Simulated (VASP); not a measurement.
AgCl:

```
Ag Cl
1.0
     4.51974    0.01379    0.00000
    -2.24793    3.90732    0.00000
     0.00000    0.00000    5.72250
Ag Cl
2 2
Direct
  0.33348 0.66664 0.93763
  0.66652 0.33336 0.43763
  0.33138 0.66670 0.43737
  0.66862 0.33330 0.93737
```

This cell differs from its parent crystal: shear xy strain +0.6%.

Base run:

- Program: VASP 6.6.1
- Functional: r2SCAN
- Potentials or basis: VASP PAW PBE potentials, release 64 (Ag, Cl)
- Cutoff: 520 eV
- k mesh: 6 × 6 × 4
- Occupations: gaussian, width 0.01 eV
- Spin: no spin polarisation

Its results: band gap on the k mesh 1.77 eV, indirect (the least direct gap lies 4.1 meV higher); pressure -0.1 GPa.

**Question.** The run is repeated on the same cell with these changes: functional from r2SCAN to PBE; occupations from gaussian, width 0.01 eV to fermi-dirac, width 0.02 eV. What comes out?

**Answer.** Band gap on the k mesh 1.36 eV, indirect (least direct gap 1.38 eV); pressure 1.1 GPa.

Caveats: the PAW data sets were made with another functional, which shifts forces and pressure a little (some runs).

A k mesh can miss the band edges.
